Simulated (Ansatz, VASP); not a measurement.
## One calculation of BaTiO3, two programs

File POSCAR:

```
BaTiO3
1.0
    2.8273666084      1.6323808724      2.3183934932
   -2.8273666084      1.6323808724      2.3183934932
    0.0000000000     -3.2647617449      2.3183934932
Ba Ti O
1 1 3
Direct
    0.0000000000      0.0000000000      0.0000000000
    0.4845000000      0.4845000000      0.4845000000
    0.5086000000      0.0175000000      0.5086000000
    0.0175000000      0.5086000000      0.5086000000
    0.5086000000      0.5086000000      0.0175000000
```

The input INCAR.step1:

```
SYSTEM = BaTiO3
  PREC = Accurate
  ENCUT = 600
  ISMEAR = -1
  SIGMA = 0.05
  LREAL = .False.
  LASPH = .True.
  NELM = 60
  GGA = PE
  ALGO = Normal
  EDIFF = 1E-4
  LWAVE = .True.
  LCHARG = .False.
  LUSENCCL = .False.
```

Contents of INCAR.step2:

```
SYSTEM = BaTiO3
  PREC = Accurate
  ENCUT = 600
  EDIFF = 1E-6
  ISMEAR = -1
  SIGMA = 0.05
  LREAL = .False.
  LASPH = .True.
  NELM = 60
  ALGO = Normal
  ISIF = 3
  LWAVE = .False.
  LCHARG = .False.
  METAGGA = R2SCAN
  LMIXTAU = .True.
  IVDW = 12
  VDW_S6 = 1.0
  VDW_S8 = 0.78981345
  VDW_A1 = 0.49484001
  VDW_A2 = 5.73083694
  IBRION = 2
  NSW = 60
  EDIFFG = -0.01
  ISTART = 1
  LUSENCCL = .False.
```

KPOINTS

```
Automatic mesh
0
Gamma
  7 7 7
  0 0 0
```

File input.yaml:

```yaml
crystal:
  lattice:
    - [2.8273666084, 1.6323808724, 2.3183934932]
    - [-2.8273666084, 1.6323808724, 2.3183934932]
    - [0.0, -3.2647617449, 2.3183934932]
  atoms:
    - { symbol: Ba, position: [0.0, 0.0, 0.0] }
    - { symbol: Ti, position: [0.4845, 0.4845, 0.4845] }
    - { symbol: O, position: [0.5086, 0.0175, 0.5086] }
    - { symbol: O, position: [0.0175, 0.5086, 0.5086] }
    - { symbol: O, position: [0.5086, 0.5086, 0.0175] }
hamiltonian:
  xc: r2scan
  pseudopotentials: { kind: paw }
  dispersion: d3bj
kpoints:
  mp_grid: { grid: [7, 7, 7] }
scf:
  occupations: { method: fermi_dirac, width: 0.05 }
output:
  forces: true
  stress: true
  eigenvalues: true
relax:
  f_tol: 0.01
  max_steps: 40
  cell: { stress_tol: 0.05 }
```

Alike in both runs: task relaxation of cell and atoms; functional r2SCAN; dispersion D3(BJ); k mesh 7 × 7 × 7; occupations fermi-dirac, width 0.05 eV; no spin polarisation.

```csv
,VASP,Ansatz
version,VASP 6.6.1,Ansatz 0.2.0
potentials or method,"VASP PAW PBE potentials, release 64 (Ba_sv, Ti_sv, O)",Ansatz PAW
plane-wave cutoff (eV),600,500
valence electrons in the cell,40,40
```

```csv
,VASP,Ansatz,Ansatz less VASP
"gap on the k mesh at the Fermi level, each at its own relaxed structure (eV)",2.73,2.85,+0.115
relaxed volume (Å³/atom),12.96,12.85,-0.105
relaxed cell length with the largest relative difference (Å),4.016,4.006,-0.0108
```

VASP's potentials were made for PBE, not for r2SCAN.

Spin-orbit coupling is off throughout. Noted on Ansatz's run: odd divisions of the mesh miss points on the zone boundary, where band edges often lie, so the gap on the mesh can be too wide; the plane-wave basis is chosen anew once the cell has moved, so the energies of steps on either side of that aren't comparable.
